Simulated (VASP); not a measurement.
# TaAs (I4_1md) in VASP: notebook

The runs below take TaAs through single point, with PBEsol+U, LDA+U, RPBE.

All numbers are computed with VASP 6.6.1; they aren't measurements. Logs are shortened: lines on timing, memory, paths and dates and some standing lists are left out, and cuts for length are marked.

**1. The cell of the first run**

The structure is tetragonal, space group I4_1md (No. 109). The conventional cell has a = 3.444 Å, b = 3.444 Å, c = 11.736 Å, α = 90.00°, β = 90.00°, γ = 90.00°. Ta (site symmetry 2mm) has 6 As at 2.61 to 2.62 Å and 8 Ta at 3.40 to 3.44 Å within 3.5 Å. Within 3.5 Å of As (site symmetry 2mm) lie 6 Ta at 2.61 to 2.62 Å and 8 As at 3.40 to 3.44 Å.

**2. Single point, PBEsol+U**

INCAR

```
PREC = Accurate
ENCUT = 510
EDIFF = 1E-6
ISMEAR = -1
SIGMA = 0.05
LREAL = False
LASPH = True
NELM = 200
ALGO = Normal
ISIF = 2
LWAVE = False
LCHARG = False
LMAXMIX = 4
LDAU = True
LDAUTYPE = 2
LDAUL = 2 -1
LDAUU = 2 0
LDAUJ = 0 0
LDAUPRINT = 1
GGA = PS
NBANDS = 36
GGA_COMPAT = False
```

KPOINTS

```
Automatic mesh
0
Gamma
  11 11 11
```

POSCAR

```
TaAs
1.0
   -1.7218133622      1.7218133622      5.8679415361
    1.7218133622     -1.7218133622      5.8679415361
    1.7218133622      1.7218133622     -5.8679415361
Ta As
2 2
Direct
    0.4999673000      0.4999673000      0.0000000000
    0.2499673000      0.7499673000      0.5000000000
    0.0826321200      0.0826321200      0.0000000000
    0.8326321200      0.3326321200      0.5000000000
```

Potentials or basis: VASP PAW PBE potentials, release 64 (Ta_sv_GW, As_d).

Command:

```bash
cat potpaw_PBE.64/Ta_sv_GW/POTCAR potpaw_PBE.64/As_d/POTCAR > POTCAR
mpirun -np 1 vasp_std > vasp.out
```

OUTCAR:

```text
PREC = Accurate
   ENCUT = 510
   EDIFF = 1E-6
   ISMEAR = -1
   LREAL = False
   LASPH = True
   NELM = 200
   ISIF = 2
   GGA = PS

 ion  position               nearest neighbor table
   1  0.500  0.500  0.000-   4 2.61   4 2.61   3 2.62   3 2.62   3 2.62   3 2.62
   2  0.250  0.750  0.500-   3 2.61   3 2.61   4 2.62   4 2.62   4 2.62   4 2.62
   3  0.083  0.083  0.000-   2 2.61   2 2.61   1 2.62   1 2.62   1 2.62   1 2.62
   4  0.833  0.333  0.500-   1 2.61   1 2.61   2 2.62   2 2.62   2 2.62   2 2.62

  LATTYP: Found a body centered tetragonal cell.
 ALAT       =     3.4436267244
 C/A-ratio  =     3.4080009279

  Lattice vectors:

 A1 = (  -1.7218133622,   1.7218133622,   5.8679415361)
 A2 = (   1.7218133622,  -1.7218133622,   5.8679415361)
 A3 = (   1.7218133622,   1.7218133622,  -5.8679415361)

Analysis of symmetry for initial positions (statically):
=====================================================================
 Subroutine PRICEL returns:
 Original cell was already a primitive cell.

 Routine SETGRP: Setting up the symmetry group for a
 body centered tetragonal supercell.

 Subroutine GETGRP returns: Found  8 space group operations
 (whereof  4 operations were pure point group operations)
 out of a pool of 16 trial point group operations.

The static configuration has the point symmetry C_2v.
 The point group associated with its full space group is C_4v.

Analysis of symmetry for dynamics (positions and initial velocities):
=====================================================================
 Subroutine PRICEL returns:
 Original cell was already a primitive cell.

 Routine SETGRP: Setting up the symmetry group for a
 body centered tetragonal supercell.

 Subroutine GETGRP returns: Found  8 space group operations
 (whereof  4 operations were pure point group operations)
 out of a pool of 16 trial point group operations.

The dynamic configuration has the point symmetry C_2v.
 The point group associated with its full space group is C_4v.

 Subroutine INISYM returns: Found  8 space group operations
 (whereof  4 operations are pure point group operations),
 and found     1 'primitive' translations

----------------------------------------------------------------------------------------

                                     Primitive cell

  volume of cell :      69.5854

  direct lattice vectors                    reciprocal lattice vectors
    -1.721813362  1.721813362  5.867941536     0.000000000  0.290391520  0.085208756
     1.721813362 -1.721813362  5.867941536     0.290391520  0.000000000  0.085208756
     1.721813362  1.721813362 -5.867941536     0.290391520  0.290391520  0.000000000

  length of vectors
     6.353111079  6.353111079  6.353111079     0.302634709  0.302634709  0.410675626

  position of ions in fractional coordinates (direct lattice)
     0.499967300  0.499967300  0.000000000
     0.249967300  0.749967300  0.500000000
     0.082632120  0.082632120  0.000000000
     0.832632120  0.332632120  0.500000000

  ion indices of the primitive-cell ions
   primitive index   ion index
                 1           1
                 2           2
                 3           3
                 4           4

----------------------------------------------------------------------------------------

 KPOINTS: Automatic mesh

Automatic generation of k-mesh.
 Grid dimensions read from file:
 generate k-points for:   11   11   11

 Generating k-lattice:

  Cartesian coordinates                     Fractional coordinates (reciprocal lattice)
     0.000000000  0.026399229  0.007746251     0.090909091  0.000000000  0.000000000
     0.026399229  0.000000000  0.007746251     0.000000000  0.090909091  0.000000000
     0.026399229  0.026399229  0.000000000     0.000000000  0.000000000  0.090909091

  Length of vectors
     0.027512246  0.027512246  0.037334148

  Shift w.r.t. Gamma in fractional coordinates (k-lattice)
[... 41 lines left out ...]
   NGXF,Y,Z  is equivalent  to a cutoff of  25.12, 25.12, 25.12 a.u.
 SYSTEM =  unknown system
   PREC   = accura    normal or accurate (medium, high low for compatibility)
   ISTART =      0    job   : 0-new  1-cont  2-samecut
   ICHARG =      2    charge: 1-file 2-atom 10-const
   ISPIN  =      1    spin polarized calculation?
   LNONCOLLINEAR =      F non collinear calculations
   LSORBIT =      F    spin-orbit coupling
   LASPH  =      T    aspherical Exc in radial PAW
   ENCUT  =  510.0 eV  37.48 Ry    6.12 a.u.  11.70 11.70 11.70*2*pi/ulx,y,z
   NELM   =    200;   NELMIN=  2; NELMDL= -5     # of ELM steps
   EDIFF  = 0.1E-05   stopping-criterion for ELM
   LREAL  =      F    real-space projection
   EDIFFG = 0.1E-04   stopping-criterion for IOM
   NSW    =      0    number of steps for IOM
   IBRION =     -1    ionic relax: 0-MD 1-quasi-New 2-CG
   NFREE  =      0    steps in history (QN), initial steepest desc. (CG)
   ISIF   =      2    stress and relaxation
   ISYM   =      2    0-nonsym 1-usesym 2-fastsym
   POTIM  = 0.5000    time-step for ionic-motion
   TEBEG  =    0.0;   TEEND  =   0.0 temperature during run
   PSTRESS=    0.0 pullay stress
   NELECT =      56.0000    total number of electrons
   NUPDOWN=      -1.0000    fix difference up-down
   EMIN   =  10.00;   EMAX   =-10.00  energy-range for DOS
   EFERMI =   0.00;   METHOD = LEGACY
   ISMEAR =    -1;   SIGMA  =   0.05  broadening in eV -4-tet -1-fermi 0-gaus
   EFERMI_NEDOS =   21; number of points for ismear=-14 and -15
   IALGO  =     38    algorithm
   IMIX   =      4    mixing-type and parameters
     AMIX     =   0.40;   BMIX     =  1.00
     AMIX_MAG =   1.60;   BMIX_MAG =  1.00
  volume/ion in A,a.u.               =      17.40       117.40
  Fermi-wavevector in a.u.,A,eV,Ry     =   1.522760  2.877600 31.549173  2.318799
  Thomas-Fermi vector in A             =   2.631296
   LORBIT       =      0    0 simple, 1 ext, 2 COOP (PROOUT), +10 PAW based schemes
 LDA+U is selected, type is set to LDAUTYPE =  2
   angular momentum for each species LDAUL =     2   -1
   U (eV)           for each species LDAUU =   2.0  0.0
   J (eV)           for each species LDAUJ =   0.0  0.0
   GGA     = PS    functional components
   LHFCALC =     F    Hartree Fock is set to
   AEXX    =    0.0000 exact exchange contribution
   IVDW    =     0    specifies the selected vdW correction
   LEPSILON=     F    determine dielectric tensor
   LRPA    =     F    only Hartree local field effects (RPA)
 non-spin polarized calculation
  energy-cutoff  :      510.00
  volume of cell :       69.59
 maximum number of plane-waves:      1836
   NGX = 23   NGY = 23   NGZ = 23

atom =   1  type =  1  l = 2

 onsite density matrix

spin component  1

  0.2400  0.0000  0.0000  0.0000  0.0000
  0.0000  0.2310  0.0000  0.0000  0.0000
  0.0000  0.0000  0.2382  0.0000  0.0010
  0.0000  0.0000  0.0000  0.2336  0.0000
  0.0000  0.0000  0.0010  0.0000  0.2129

spin component  2

  0.2400  0.0000  0.0000  0.0000  0.0000
  0.0000  0.2310  0.0000  0.0000  0.0000
  0.0000  0.0000  0.2382  0.0000  0.0010
  0.0000  0.0000  0.0000  0.2336  0.0000
  0.0000  0.0000  0.0010  0.0000  0.2129

 occupancies and eigenvectors

  o =  0.2129  v =  0.0000  0.0000 -0.0385  0.0000  0.9993  0.0000  0.0000  0.0000  0.0000  0.0000      0.0000  0.0000  0.0000  0.0000  0.0000  0.0000  0.0000  0.0000  0.0000  0.0000
  o =  0.2129  v =  0.0000  0.0000  0.0000  0.0000  0.0000  0.0000  0.0000 -0.0385  0.0000  0.9993      0.0000  0.0000  0.0000  0.0000  0.0000  0.0000  0.0000  0.0000  0.0000  0.0000
  o =  0.2310  v =  0.0000  0.0000  0.0000  0.0000  0.0000  0.0000  1.0000  0.0000  0.0000  0.0000      0.0000  0.0000  0.0000  0.0000  0.0000  0.0000  0.0000  0.0000  0.0000  0.0000
  o =  0.2310  v =  0.0000  1.0000  0.0000  0.0000  0.0000  0.0000  0.0000  0.0000  0.0000  0.0000      0.0000  0.0000  0.0000  0.0000  0.0000  0.0000  0.0000  0.0000  0.0000  0.0000
  o =  0.2336  v =  0.0000  0.0000 -0.0000 -1.0000  0.0000  0.0000  0.0000  0.0000  0.0000  0.0000      0.0000  0.0000  0.0000  0.0000  0.0000  0.0000  0.0000  0.0000  0.0000  0.0000
  o =  0.2336  v =  0.0000  0.0000  0.0000  0.0000  0.0000  0.0000  0.0000 -0.0000 -1.0000  0.0000      0.0000  0.0000  0.0000  0.0000  0.0000  0.0000  0.0000  0.0000  0.0000  0.0000
  o =  0.2383  v =  0.0000  0.0000 -0.9993  0.0000 -0.0385  0.0000  0.0000  0.0000  0.0000  0.0000      0.0000  0.0000  0.0000  0.0000  0.0000  0.0000  0.0000  0.0000  0.0000  0.0000
  o =  0.2383  v =  0.0000  0.0000  0.0000  0.0000  0.0000  0.0000  0.0000 -0.9993  0.0000 -0.0385      0.0000  0.0000  0.0000  0.0000  0.0000  0.0000  0.0000  0.0000  0.0000  0.0000
  o =  0.2400  v =  1.0000  0.0000  0.0000  0.0000  0.0000  0.0000  0.0000  0.0000  0.0000  0.0000      0.0000  0.0000  0.0000  0.0000  0.0000  0.0000  0.0000  0.0000  0.0000  0.0000
  o =  0.2400  v =  0.0000  0.0000  0.0000  0.0000  0.0000  1.0000  0.0000  0.0000  0.0000  0.0000      0.0000  0.0000  0.0000  0.0000  0.0000  0.0000  0.0000  0.0000  0.0000  0.0000

atom =   2  type =  1  l = 2

 onsite density matrix

spin component  1

  0.2400  0.0000  0.0000  0.0000  0.0000
  0.0000  0.2336  0.0000  0.0000  0.0000
  0.0000  0.0000  0.2382  0.0000 -0.0010
  0.0000  0.0000  0.0000  0.2310  0.0000
  0.0000  0.0000 -0.0010  0.0000  0.2129

spin component  2

  0.2400  0.0000  0.0000  0.0000  0.0000
  0.0000  0.2336  0.0000  0.0000  0.0000
  0.0000  0.0000  0.2382  0.0000 -0.0010
  0.0000  0.0000  0.0000  0.2310  0.0000
  0.0000  0.0000 -0.0010  0.0000  0.2129

 occupancies and eigenvectors

  o =  0.2129  v =  0.0000  0.0000 -0.0385  0.0000 -0.9993  0.0000  0.0000  0.0000  0.0000  0.0000      0.0000  0.0000  0.0000  0.0000  0.0000  0.0000  0.0000  0.0000  0.0000  0.0000
  o =  0.2129  v =  0.0000  0.0000  0.0000  0.0000  0.0000  0.0000  0.0000 -0.0385  0.0000 -0.9993      0.0000  0.0000  0.0000  0.0000  0.0000  0.0000  0.0000  0.0000  0.0000  0.0000
  o =  0.2310  v =  0.0000  0.0000  0.0000  1.0000  0.0000  0.0000  0.0000  0.0000  0.0000  0.0000      0.0000  0.0000  0.0000  0.0000  0.0000  0.0000  0.0000  0.0000  0.0000  0.0000
  o =  0.2310  v =  0.0000  0.0000  0.0000  0.0000  0.0000  0.0000  0.0000  0.0000  1.0000  0.0000      0.0000  0.0000  0.0000  0.0000  0.0000  0.0000  0.0000  0.0000  0.0000  0.0000
  o =  0.2336  v =  0.0000  0.0000  0.0000  0.0000  0.0000  0.0000  1.0000  0.0000  0.0000  0.0000      0.0000  0.0000  0.0000  0.0000  0.0000  0.0000  0.0000  0.0000  0.0000  0.0000
  o =  0.2336  v =  0.0000  1.0000  0.0000  0.0000  0.0000  0.0000  0.0000  0.0000  0.0000  0.0000      0.0000  0.0000  0.0000  0.0000  0.0000  0.0000  0.0000  0.0000  0.0000  0.0000
  o =  0.2383  v =  0.0000  0.0000 -0.9993  0.0000  0.0385  0.0000  0.0000  0.0000  0.0000  0.0000      0.0000  0.0000  0.0000  0.0000  0.0000  0.0000  0.0000  0.0000  0.0000  0.0000
  o =  0.2383  v =  0.0000  0.0000  0.0000  0.0000  0.0000  0.0000  0.0000 -0.9993  0.0000  0.0385      0.0000  0.0000  0.0000  0.0000  0.0000  0.0000  0.0000  0.0000  0.0000  0.0000
  o =  0.2400  v =  0.0000  0.0000  0.0000  0.0000  0.0000  1.0000  0.0000  0.0000  0.0000  0.0000      0.0000  0.0000  0.0000  0.0000  0.0000  0.0000  0.0000  0.0000  0.0000  0.0000
  o =  0.2400  v =  1.0000  0.0000  0.0000  0.0000  0.0000  0.0000  0.0000  0.0000  0.0000  0.0000      0.0000  0.0000  0.0000  0.0000  0.0000  0.0000  0.0000  0.0000  0.0000  0.0000

 number of electron      56.0000008 magnetization

 Free energy of the ion-electron system (eV)
  ---------------------------------------------------
  ext. energy  EPLUGINS =         0.00000000
  ---------------------------------------------------
  free energy    TOTEN  =       -39.18771114 eV

  energy without entropy =      -39.18326595  energy(sigma->0) =      -39.18548855

 E-fermi :   8.6145     XC(G=0): -12.7114

 val. band max:        8.5992337192   @ k =  -0.1818   0.3636   0.1818
 cond. band min:       8.6165753429   @ k =  -0.1818  -0.4545   0.1818
 fundamental gap:      0.0173416237
 Fermi energy:         8.6145018269

 k-point     1 :       0.0000    0.0000    0.0000
  band No.  band energies     occupation
      1     -60.2621      2.00000
      2     -60.2522      2.00000
      3     -27.1229      2.00000
      4     -27.1229      2.00000
      5     -27.0663      2.00000
      6     -27.0655      2.00000
[... 925 lines left out ...]
     35      12.6359      0.00000
     36      13.9601      0.00000

 [... further k-points ...]
[... 5 lines left out ...]
  --------------------------------------------------------------------------------------
  -------------------------------------------------------------------------------------
  Total       -0.2653201     -0.2653201     -0.6478583      0.0000000      0.0000000      0.0000000
  in kB       -6.1088978     -6.1088978    -14.9166977      0.0000000      0.0000000      0.0000000
  external PRESSURE =      -9.0448311 kB  Pullay stress =       0.0000000 kB

 VOLUME and BASIS-vectors are now :
 -----------------------------------------------------------------------------
  energy-cutoff  :      510.00
  volume of cell :       69.59
      direct lattice vectors                 reciprocal lattice vectors
    -1.721813362  1.721813362  5.867941536     0.000000000  0.290391520  0.085208756
     1.721813362 -1.721813362  5.867941536     0.290391520  0.000000000  0.085208756
     1.721813362  1.721813362 -5.867941536     0.290391520  0.290391520  0.000000000

 POSITION                                       TOTAL-FORCE (eV/Angst)
 -----------------------------------------------------------------------------------
      0.00000      0.00000      5.86756         0.000000      0.000000      0.021631
      1.72181      0.00000      2.93359        -0.000000     -0.000000      0.021631
      0.00000      0.00000      0.96976         0.000000      0.000000     -0.021631
      0.00000      1.72181      3.90373        -0.000000     -0.000000     -0.021631
 -----------------------------------------------------------------------------------
    total drift:                               -0.000001     -0.000001      0.002462

  FREE ENERGIE OF THE ION-ELECTRON SYSTEM (eV)
  ---------------------------------------------------
  free  energy   TOTEN  =       -39.1877111446 eV

  energy  without entropy=      -39.1832659503  energy(sigma->0) =      -39.18548855
```

Run time: 9.8 min. Hardware: 1 thread of AMD EPYC 9R45 (Zen 5), shared host; peak memory 0.48 GiB.

What came out:

```
Free energy            : -39.1877 eV
Pressure               : -0.9 GPa
Largest force          : 0.022 eV/Å
Band gap on the k mesh : zero (bands 28 and 29 overlap by 0.02 eV)
```

Forces on the atoms (eV/Å):
```
Ta   0.000  0.000  0.022
Ta   0.000  0.000  0.022
As   0.000  0.000 -0.022
As   0.000  0.000 -0.022
```

Levels at points of the mesh, in eV from the Fermi level:
```csv
k point,band 24,band 25,band 26,band 27,band 28,band 29,band 30,band 31,band 32,band 33
"(0.00, 0.00, 0.00)",-2.54,-2.38,-1.98,-1.71,-1.71,0.96,1.63,2.26,3.06,3.06
```

Eigenvalues of the final occupation matrices:
```csv
site,spin,trace,eigenvalues
site 1 d,1,1.16,0.21 0.23 0.23 0.24 0.24
site 1 d,2,1.16,0.21 0.23 0.23 0.24 0.24
site 2 d,1,1.16,0.21 0.23 0.23 0.24 0.24
site 2 d,2,1.16,0.21 0.23 0.23 0.24 0.24
```

Caveat: the PAW data sets were made with another functional, which shifts forces and pressure a little; spin-orbit coupling is left out, which moves the levels of the heavy elements; U without spin polarisation on a metal has little footing; the U is typed as a test and isn't derived for this compound.

**3. Single point, PBEsol+U**

INCAR

```
ALGO = Normal
EDIFF = 1E-6
ENCUT = 600
GGA = PS
GGA_COMPAT = F
ISIF = 2
ISMEAR = -1
LASPH = T
LCHARG = F
LDAU = T
LDAUJ = 0 0
LDAUL = 2 -1
LDAUPRINT = 1
LDAUTYPE = 2
LDAUU = 5 0
LMAXMIX = 4
LREAL = F
LWAVE = F
NBANDS = 36
NELM = 200
PREC = Accurate
SIGMA = 0.05
```

KPOINTS

```
k-points
0
Gamma
  11 11 11
```

POSCAR is that of step 2.

Potentials or basis: VASP PAW PBE potentials, release 64 (Ta_sv_GW, As_d).

Command:

```bash
cat potpaw_PBE.64/Ta_sv_GW/POTCAR potpaw_PBE.64/As_d/POTCAR > POTCAR
mpirun -np 1 vasp_std > vasp.out
```

It took 12 min on 1 thread of Intel Xeon Platinum 8559C (Emerald Rapids), shared host; peak memory 0.65 GiB.

It converged, with:

| Property | Result |
| --- | --- |
| Free energy | -33.9803 eV |
| Pressure | 4.6 GPa |
| Largest force | 0.022 eV/Å |
| Band gap on the k mesh | zero (bands 28 and 29 overlap by 0.01 eV) |

Forces on the atoms (eV/Å):
```
Ta   0.000  0.000  0.022
Ta   0.000  0.000  0.022
As   0.000  0.000 -0.022
As   0.000  0.000 -0.022
```

Stress tensor (GPa, compression positive):
```
5.04 0.00 0.00
0.00 5.04 0.00
0.00 0.00 3.73
```

Levels at points of the mesh, in eV from the Fermi level:
| k point | band 26 | band 27 | band 28 | band 29 | band 30 | band 31 |
| --- | --- | --- | --- | --- | --- | --- |
| (0.00, 0.00, 0.00) | -2.04 | -1.86 | -1.86 | 1.02 | 1.71 | 2.13 |

Eigenvalues of the final occupation matrices:
```csv
site,spin,trace,eigenvalues
site 1 d,1,1.08,0.20 0.21 0.22 0.22 0.23
site 1 d,2,1.08,0.20 0.21 0.22 0.22 0.23
site 2 d,1,1.08,0.20 0.21 0.22 0.22 0.23
site 2 d,2,1.08,0.20 0.21 0.22 0.22 0.23
```

Caveat: the cell stands under pressure; the PAW data sets were made with another functional, which shifts forces and pressure a little; spin-orbit coupling is left out, which moves the levels of the heavy elements; U without spin polarisation on a metal has little footing; the U is typed as a test and isn't derived for this compound.

(Part 1 of 2 ends here.)

The gap in the log of VASP goes by the Fermi energy; the results here count the filled bands.